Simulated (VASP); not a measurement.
# LiH (Fm-3m) in VASP: further runs, part 2 of 2

VASP 6.6.1. The steps go on from the part before.

### Step 3. Electric field gradients, LDA (volume scaled by 0.99)

The input, INCAR:

```
PREC     = Accurate       # precision mode
ENCUT    = 520            # plane-wave cutoff, eV
EDIFF    = 1E-8           # SCF threshold, eV
ISMEAR   = -1             # smearing method
SIGMA    = 0.03           # smearing width, eV
LREAL    = F              # projectors in reciprocal space
LASPH    = T              # aspherical terms in the spheres
NELM     = 60             # most SCF steps
ALGO     = Normal         # electronic algorithm
ISIF     = 2              # what is computed and relaxed
LWAVE    = F              # write WAVECAR
LCHARG   = F              # write CHGCAR
GGA      = CA             # functional
LEFG     = T            
NBANDS   = 9              # bands
```

The input, KPOINTS:

```
Automatic mesh
0
Gamma
  11 11 11
```

The input, POSCAR:

```
LiH
1.0
    0.0000000000      2.0257022904      2.0257022904
    2.0257022904      0.0000000000      2.0257022904
    2.0257022904      2.0257022904      0.0000000000
Li H
1 1
Direct
    0.0000000000      0.0000000000      0.0000000000
    0.5000000000      0.5000000000      0.5000000000
```

Potentials or basis: VASP PAW LDA potentials, release 64 (Li_sv, H).

Launch:

```console
$ cat potpaw_LDA.64/Li_sv/POTCAR potpaw_LDA.64/H/POTCAR > POTCAR
$ mpirun -np 1 vasp_std > vasp.out
```

OUTCAR:

```text
PREC = Accurate
   ENCUT = 520
   EDIFF = 1E-8
   ISMEAR = -1
   LREAL = F
   LASPH = T
   NELM = 60
   ISIF = 2
   GGA = CA

 ion  position               nearest neighbor table
   1  0.000  0.000  0.000-
   2  0.500  0.500  0.500-

  LATTYP: Found a face centered cubic cell.
 ALAT       =     4.0514045808

  Lattice vectors:

 A1 = (   0.0000000000,   2.0257022904,   2.0257022904)
 A2 = (   2.0257022904,   0.0000000000,   2.0257022904)
 A3 = (   2.0257022904,   2.0257022904,   0.0000000000)

Analysis of symmetry for initial positions (statically):
=====================================================================
 Subroutine PRICEL returns:
 Original cell was already a primitive cell.

 Routine SETGRP: Setting up the symmetry group for a
 face centered cubic supercell.

 Subroutine GETGRP returns: Found 48 space group operations
 (whereof 48 operations were pure point group operations)
 out of a pool of 48 trial point group operations.

The static configuration has the point symmetry O_h .

Analysis of symmetry for dynamics (positions and initial velocities):
=====================================================================
 Subroutine PRICEL returns:
 Original cell was already a primitive cell.

 Routine SETGRP: Setting up the symmetry group for a
 face centered cubic supercell.

 Subroutine GETGRP returns: Found 48 space group operations
 (whereof 48 operations were pure point group operations)
 out of a pool of 48 trial point group operations.

The dynamic configuration has the point symmetry O_h .

 Subroutine INISYM returns: Found 48 space group operations
 (whereof 48 operations are pure point group operations),
 and found     1 'primitive' translations

----------------------------------------------------------------------------------------

                                     Primitive cell

  volume of cell :      16.6248

  direct lattice vectors                    reciprocal lattice vectors
     0.000000000  2.025702290  2.025702290    -0.246827978  0.246827978  0.246827978
     2.025702290  0.000000000  2.025702290     0.246827978 -0.246827978  0.246827978
     2.025702290  2.025702290  0.000000000     0.246827978  0.246827978 -0.246827978

  length of vectors
     2.864775652  2.864775652  2.864775652     0.427518598  0.427518598  0.427518598

  position of ions in fractional coordinates (direct lattice)
     0.000000000  0.000000000  0.000000000
     0.500000000  0.500000000  0.500000000

  ion indices of the primitive-cell ions
   primitive index   ion index
                 1           1
                 2           2

----------------------------------------------------------------------------------------

 KPOINTS: Automatic mesh

Automatic generation of k-mesh.
 Grid dimensions read from file:
 generate k-points for:   11   11   11

 Generating k-lattice:
[... 73 lines left out ...]
   NELECT =       4.0000    total number of electrons
   NUPDOWN=      -1.0000    fix difference up-down
   EMIN   =  10.00;   EMAX   =-10.00  energy-range for DOS
   EFERMI =   0.00;   METHOD = LEGACY
   ISMEAR =    -1;   SIGMA  =   0.03  broadening in eV -4-tet -1-fermi 0-gaus
   EFERMI_NEDOS =   21; number of points for ismear=-14 and -15
   IALGO  =     38    algorithm
   IMIX   =      4    mixing-type and parameters
     AMIX     =   0.40;   BMIX     =  1.00
     AMIX_MAG =   1.60;   BMIX_MAG =  1.00
  volume/ion in A,a.u.               =       8.31        56.09
  Fermi-wavevector in a.u.,A,eV,Ry     =   1.018222  1.924161 14.106199  1.036776
  Thomas-Fermi vector in A             =   2.151668
   LORBIT       =      0    0 simple, 1 ext, 2 COOP (PROOUT), +10 PAW based schemes
   GGA     = CA    functional components
   LHFCALC =     F    Hartree Fock is set to
   AEXX    =    0.0000 exact exchange contribution
   IVDW    =     0    specifies the selected vdW correction
   LEPSILON=     F    determine dielectric tensor
   LRPA    =     F    only Hartree local field effects (RPA)
 non-spin polarized calculation
  energy-cutoff  :      520.00
  volume of cell :       16.62
 maximum number of plane-waves:       459
 NGX is ok and might be reduce to    24
   NGX = 11   NGY = 11   NGZ = 11

 number of electron       3.9999996 magnetization

 Free energy of the ion-electron system (eV)
  ---------------------------------------------------
  ext. energy  EPLUGINS =         0.00000000
  ---------------------------------------------------
  free energy    TOTEN  =        -6.47593835 eV

  energy without entropy =       -6.47593835  energy(sigma->0) =       -6.47593835

 E-fermi :   0.6777     XC(G=0):  -8.7021

 val. band max:        0.0073005477   @ k =  -0.4545   0.4545   0.0000
 cond. band min:       2.8367750578   @ k =  -0.4545   0.4545   0.0000
 fundamental gap:      2.8294745102
 Fermi energy:         0.6777499246

 k-point     1 :       0.0000    0.0000    0.0000
  band No.  band energies     occupation
      1     -43.4394      2.00000
      2      -5.3833      2.00000
      3      15.7638      0.00000
      4      17.1415      0.00000
      5      17.1415      0.00000
      6      17.1415      0.00000
      7      21.9138      0.00000
      8      21.9138      0.00000
      9      21.9138      0.00000
[... 265 lines left out ...]
 k-point    24 :      -0.1818    0.1818    0.0000
  band No.  band energies     occupation
      1     -43.4085      2.00000
      2      -3.8887      2.00000
      3       9.8628      0.00000
      4       9.9352      0.00000
      5      15.5706      0.00000
      6      16.8582      0.00000
      7      20.9121      0.00000
      8      22.6866      0.00000
      9      24.3328      0.00000

 [... further k-points ...]

------------------------ aborting loop because EDIFF is reached ----------------------------------------

  FORCE on cell =-STRESS in cart. coord.  units (eV):
  Direction    XX          YY          ZZ          XY          YZ          ZX
  --------------------------------------------------------------------------------------
  -------------------------------------------------------------------------------------
  Total       -0.3974527     -0.3974527     -0.3974527     -0.0000000     -0.0000000     -0.0000000
  in kB      -38.3035669    -38.3035669    -38.3035669     -0.0000000     -0.0000000     -0.0000000
  external PRESSURE =     -38.3035669 kB  Pullay stress =       0.0000000 kB

 VOLUME and BASIS-vectors are now :
 -----------------------------------------------------------------------------
  energy-cutoff  :      520.00
  volume of cell :       16.62
      direct lattice vectors                 reciprocal lattice vectors
     0.000000000  2.025702290  2.025702290    -0.246827978  0.246827978  0.246827978
     2.025702290  0.000000000  2.025702290     0.246827978 -0.246827978  0.246827978
     2.025702290  2.025702290  0.000000000     0.246827978  0.246827978 -0.246827978

 POSITION                                       TOTAL-FORCE (eV/Angst)
 -----------------------------------------------------------------------------------
      0.00000      0.00000      0.00000        -0.000000      0.000000     -0.000000
      2.02570      2.02570      2.02570         0.000000     -0.000000      0.000000
 -----------------------------------------------------------------------------------
    total drift:                                0.000000     -0.000000     -0.000000

  FREE ENERGIE OF THE ION-ELECTRON SYSTEM (eV)
  ---------------------------------------------------
  free  energy   TOTEN  =        -6.4759383529 eV

  energy  without entropy=       -6.4759383529  energy(sigma->0) =       -6.47593835

 Electric field gradients (V/A^2)
---------------------------------------------------------------------
 ion       V_xx      V_yy      V_zz      V_xy      V_xz      V_yz
---------------------------------------------------------------------
   1      -0.000     0.000    -0.000    -0.001    -0.001    -0.001
   2       0.000     0.000    -0.000     0.001     0.001     0.001
---------------------------------------------------------------------

 Electric field gradients after diagonalization (V/A^2)
 (convention: |V_zz| > |V_xx| > |V_yy|)
----------------------------------------------------------------------
 ion       V_xx      V_yy      V_zz     asymmetry (V_yy - V_xx)/ V_zz
----------------------------------------------------------------------
   1       0.001     0.001    -0.003       0.000
   2      -0.001    -0.001     0.001       0.000
----------------------------------------------------------------------

           NMR quadrupolar parameters

 Cq : quadrupolar parameter    Cq=e*Q*V_zz/h
 eta: asymmetry parameters     (V_yy - V_xx)/ V_zz
 Q  : nuclear electric quadrupole moment in mb (millibarn)
----------------------------------------------------------------------
 ion       Cq(MHz)       eta       Q (mb)
----------------------------------------------------------------------
   1      -0.000       0.000       1.000
   2       0.000       0.000       1.000
----------------------------------------------------------------------
```

Run time: 5.5 s. Hardware: 1 thread of Intel Xeon Platinum 8375C at 2.90GHz (Ice Lake), shared host; peak memory 0.12 GiB.

Results:

```yaml
Free_energy: -6.4759 eV
Band_gap_on_the_k_mesh: 2.83 eV, direct
```

Caveat: the cutoff is under 1.25 times the usual one of these potentials, so pressure, stress and relaxed cells hold a basis-set (Pulay) error; without QUAD_EFG the Cq values of the log hold for a quadrupole moment of 1 mb, not for the nuclei. A k mesh can miss the band edges.

### Step 4. Electric field gradients, LDA (volume scaled by 1.02)

The input, INCAR:

```
ALGO = Normal
EDIFF = 1E-8
ENCUT = 520
ISIF = 2
ISMEAR = -1
LASPH = T
LCHARG = F
LEFG = T
LREAL = F
LWAVE = F
NBANDS = 9
NELM = 100
PREC = Accurate
SIGMA = 0.03
```

The input, KPOINTS:

```
k-points
0
Gamma
  11 11 11
```

The input, POSCAR:

```
LiH
1.0
    0.0000000000      2.0459606572      2.0459606572
    2.0459606572      0.0000000000      2.0459606572
    2.0459606572      2.0459606572      0.0000000000
Li H
1 1
Direct
    0.0000000000      0.0000000000      0.0000000000
    0.5000000000      0.5000000000      0.5000000000
```

Potentials or basis: VASP PAW LDA potentials, release 64 (Li_sv, H).

Launch:

```console
$ cat potpaw_LDA.64/Li_sv/POTCAR potpaw_LDA.64/H/POTCAR > POTCAR
$ mpirun -np 1 vasp_std > vasp.out
```

OUTCAR:

```text
EDIFF = 1E-8
   ENCUT = 520
   ISIF = 2
   ISMEAR = -1
   LASPH = T
   LREAL = F
   NELM = 100
   PREC = Accurate

 ion  position               nearest neighbor table
   1  0.000  0.000  0.000-
   2  0.500  0.500  0.500-

  LATTYP: Found a face centered cubic cell.
 ALAT       =     4.0919213144

  Lattice vectors:

 A1 = (   0.0000000000,   2.0459606572,   2.0459606572)
 A2 = (   2.0459606572,   0.0000000000,   2.0459606572)
 A3 = (   2.0459606572,   2.0459606572,   0.0000000000)

Analysis of symmetry for initial positions (statically):
=====================================================================
 Subroutine PRICEL returns:
 Original cell was already a primitive cell.

 Routine SETGRP: Setting up the symmetry group for a
 face centered cubic supercell.

 Subroutine GETGRP returns: Found 48 space group operations
 (whereof 48 operations were pure point group operations)
[... 473 lines left out ...]
  energy-cutoff  :      520.00
  volume of cell :       17.13
      direct lattice vectors                 reciprocal lattice vectors
     0.000000000  2.045960657  2.045960657    -0.244383976  0.244383976  0.244383976
     2.045960657  0.000000000  2.045960657     0.244383976 -0.244383976  0.244383976
     2.045960657  2.045960657  0.000000000     0.244383976  0.244383976 -0.244383976

 POSITION                                       TOTAL-FORCE (eV/Angst)
 -----------------------------------------------------------------------------------
      0.00000      0.00000      0.00000         0.000000      0.000000      0.000000
      2.04596      2.04596      2.04596         0.000000     -0.000000      0.000000
 -----------------------------------------------------------------------------------
    total drift:                                0.000000     -0.000000     -0.000000

  FREE ENERGIE OF THE ION-ELECTRON SYSTEM (eV)
  ---------------------------------------------------
  free  energy   TOTEN  =        -6.4633346189 eV

  energy  without entropy=       -6.4633346188  energy(sigma->0) =       -6.46333462

 Electric field gradients (V/A^2)
---------------------------------------------------------------------
 ion       V_xx      V_yy      V_zz      V_xy      V_xz      V_yz
---------------------------------------------------------------------
   1      -0.000    -0.000    -0.000    -0.002    -0.002    -0.002
   2       0.000    -0.000     0.000     0.001     0.001     0.001
---------------------------------------------------------------------

 Electric field gradients after diagonalization (V/A^2)
 (convention: |V_zz| > |V_xx| > |V_yy|)
----------------------------------------------------------------------
 ion       V_xx      V_yy      V_zz     asymmetry (V_yy - V_xx)/ V_zz
----------------------------------------------------------------------
   1       0.002     0.002    -0.005       0.000
   2      -0.001    -0.001     0.002       0.000
----------------------------------------------------------------------

           NMR quadrupolar parameters

 Cq : quadrupolar parameter    Cq=e*Q*V_zz/h
 eta: asymmetry parameters     (V_yy - V_xx)/ V_zz
 Q  : nuclear electric quadrupole moment in mb (millibarn)
----------------------------------------------------------------------
 ion       Cq(MHz)       eta       Q (mb)
----------------------------------------------------------------------
   1      -0.000       0.000       1.000
   2       0.000       0.000       1.000
----------------------------------------------------------------------
```

Run time: 5.9 s. Hardware: 1 thread of Intel Xeon Platinum 8375C at 2.90GHz (Ice Lake), shared host; peak memory 0.12 GiB.

What came out:

- Free energy: -6.4633 eV
- Band gap on the k mesh: 2.85 eV, direct

Caveat: the cutoff is under 1.25 times the usual one of these potentials, so pressure, stress and relaxed cells hold a basis-set (Pulay) error; without QUAD_EFG the Cq values of the log hold for a quadrupole moment of 1 mb, not for the nuclei.
